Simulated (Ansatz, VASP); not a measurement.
# One calculation of SiO2, two programs

```
Si O
1.0
    -2.59958    2.59958    3.26953
     2.59958   -2.59958    3.26953
     2.59958    2.59958   -3.26953
Si O
2 4
Direct
  0.00000 0.00000 0.00000
  0.75000 0.25000 0.50000
  0.97428 0.62500 0.84928
  0.37500 0.22428 0.34928
  0.77572 0.12500 0.15072
  0.87500 0.02572 0.65072
```

Alike in both runs: task single point; functional LDA; k mesh 8 × 8 × 8; occupations gaussian, width 0.05 eV; no spin polarisation.

|  | VASP | Ansatz |
| --- | --- | --- |
| version | VASP 6.6.1 | Ansatz 0.2.0 |
| potentials or method | VASP PAW LDA potentials, release 64 (Si, O), cutoff 520 eV | scalar-relativistic, plane waves, PAW |
| valence electrons in the cell | 32 | 32 |

VASP gave:

- gap on the k mesh at the Fermi level (eV): 5.59
- least direct gap on the mesh (eV): 5.59
- pressure (GPa): -1.9
- traceless stress, the component that is largest in VASP (GPa): 4.66
- rms of the force components (eV/Å): 0.102

Q: What did Ansatz give for the same quantities?

A: gap on the k mesh at the Fermi level (eV): 5.59; least direct gap on the mesh (eV): 5.59; pressure (GPa): -2.4; traceless stress, the component that is largest in VASP (GPa): 4.76; rms of the force components (eV/Å): 0.116.

LDA's correlation is that of Perdew and Zunger in VASP and of Perdew and Wang (1992) in Ansatz. Atom by atom the forces differ by 0.014 eV/Å (rms over components).
